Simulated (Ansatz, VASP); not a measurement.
## SiC in VASP and in Ansatz

```xyz
4
Lattice="3.0919 0.0000 0.0000 -1.5460 2.6777 0.0000 0.0000 0.0000 5.0742" Properties=species:S:1:pos:R:3 pbc="T T T"
Si    0.0000    1.7851    0.0030
Si    1.5460    0.8926    2.5401
C     0.0000    1.7851    1.9100
C     1.5460    0.8926    4.4472
```

Alike in both runs: functional PBE; k mesh 12 × 12 × 6; occupations gaussian, width 0.02 eV; no spin polarisation.

Ansatz relaxed the structure, and its values are those at the end. VASP's run is a single point on that final structure, the one shown.

```csv
,VASP,Ansatz
version,VASP 6.6.1,Ansatz 0.2.0
potentials or method,"VASP PAW PBE potentials, release 64 (Si, C), cutoff 600 eV","scalar-relativistic, plane waves, PAW"
valence electrons in the cell,16,16
```

Ansatz gave:

| Item | Value |
| --- | --- |
| gap on the k mesh at the Fermi level (eV) | 2.31 |
| least direct gap on the mesh (eV) | 3.95 |
| pressure (GPa) | 0.0 |

Problem. What did VASP give for the same quantities?

Solution. gap on the k mesh at the Fermi level (eV): 2.30; least direct gap on the mesh (eV): 3.94; pressure (GPa): -0.2.
